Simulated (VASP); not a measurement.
Here is a VASP 6.6.1 calculation.

File INCAR:

```
SYSTEM = C
ALGO     = Normal         ! electronic algorithm
EDIFF    = 1E-7           ! SCF threshold, eV
EDIFFG   = -0.002         ! ionic threshold
ENCUT    = 520            ! plane-wave cutoff, eV
IBRION   = 2              ! ionic algorithm
ISIF     = 2              ! what is computed and relaxed
ISMEAR   = 0              ! smearing method
LASPH    = .TRUE.         ! aspherical terms in the spheres
LCHARG   = .FALSE.        ! write CHGCAR
LREAL    = .FALSE.        ! projectors in reciprocal space
LWAVE    = .FALSE.        ! write WAVECAR
NELM     = 60             ! most SCF steps
NSW      = 50             ! ionic steps
PREC     = Accurate       ! precision mode
SIGMA    = 0.01           ! smearing width, eV
```

The input KPOINTS:

```
k-points
0
G
  12 12 12
  0 0 0
```

File POSCAR:

```
C
1.0
    1.2325353054      0.7171671444      3.3410775208
   -1.2123251682      0.7110549932      3.3349653696
    0.0048117904     -1.4032002100      3.3327281670
C
2
Direct
    0.8333828132      0.8333828132      0.8333828132
    0.1666171868      0.1666171868      0.1666171868
```

Potentials or basis: VASP PAW LDA potentials, release 64 (C).

The run is started by

```console
$ cat potpaw_LDA.64/C/POTCAR > POTCAR
$ mpirun -np 1 vasp_std > vasp.out
```

(1) Estimate the energy gained by relaxing.

## Answers

(1) 0.0 meV/atom.

Caveat: the cell differs from its parent crystal (equal xy, yz and zx engineering shears of +0.5 %).
